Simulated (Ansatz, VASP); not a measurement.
**Si: VASP beside Ansatz**

```
Si
1.0
     0.00000    2.72273    2.72273
     2.72273    0.00000    2.72273
     2.72273    2.72273    0.00000
Si
2
Direct
  0.50000 0.50000 0.50000
  0.75000 0.75000 0.75000
```

Alike in both runs: task single point; functional r2SCAN; k mesh 2 × 2 × 2; occupations fermi-dirac, width 0.05 eV; no spin polarisation.

|  | VASP | Ansatz |
| --- | --- | --- |
| version | VASP 6.6.1 | Ansatz 0.2.0 |
| potentials or method | VASP PAW PBE potentials, release 64 (Si), cutoff 520 eV | plane waves (500 eV) with PAW, scalar-relativistic |
| valence electrons in the cell | 8 | 8 |

|  | VASP | Ansatz | Ansatz less VASP |
| --- | --- | --- | --- |
| pressure (GPa) | 7.3 | 7.7 | +0.33 |

VASP's potentials were made for PBE, not for r2SCAN.

The k mesh is coarse, so the values compare programs but aren't converged.
